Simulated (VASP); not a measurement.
Hf3Si2F, 6 atoms in the cell. The structure is hexagonal, space group P-6m2 (No. 187). Conventional cell: a = 4.095 Å, b = 4.095 Å, c = 8.920 Å, α = 90.00°, β = 90.00°, γ = 120.00°. Within 3.1 Å of Hf (site symmetry -6m2) lie 3 Hf at 2.36 Å. Within 3.1 Å of Hf (site symmetry -6m2) lie 3 F at 2.36 Å. Hf (site symmetry -6m2) has 3 Hf at 2.36 Å within 3.1 Å. Within 4.5 Å of Si (site symmetry 3m) lie 9 Hf at 3.24 to 3.26 Å and 3 F at 3.26 Å and 8 Si at 4.09 to 4.49 Å. Within 3.1 Å of F (site symmetry -6m2) lie 3 Hf at 2.36 Å. The cell was generated, and may not be a known phase.

```yaml
Program: VASP 6.6.1
Task: single point
Functional: PBE
Potentials_or_basis: VASP PAW PBE potentials, release 64 (Hf_pv, Si, F)
Cutoff: 520 eV
k_mesh: 6 × 6 × 2
Occupations: gaussian, width 0.1 eV
Spin: no spin polarisation
Dipole_correction: no
Further_INCAR_settings: ALGO = Normal; EDIFF = 1e-06; NBANDS = 32
```

Potentials or basis: VASP PAW PBE potentials, release 64 (Hf_pv, Si, F).

Command:

```sh
$ cat potpaw_PBE.64/Hf_pv/POTCAR potpaw_PBE.64/Si/POTCAR potpaw_PBE.64/F/POTCAR > POTCAR
$ mpirun -np 1 vasp_std > vasp.out
```

Hardware: 1 thread of Intel(R) Xeon(R) Platinum 8259CL CPU @ 2.50GHz (Skylake/Cascade Lake), with other jobs on the host.

Question: Estimate the wall time of this run.

Answer: It took 2.4 min on 1 thread of Intel(R) Xeon(R) Platinum 8259CL CPU @ 2.50GHz (Skylake/Cascade Lake), on a shared host, peak memory 0.26 GiB. Counts: scf iterations 24, k points 14.
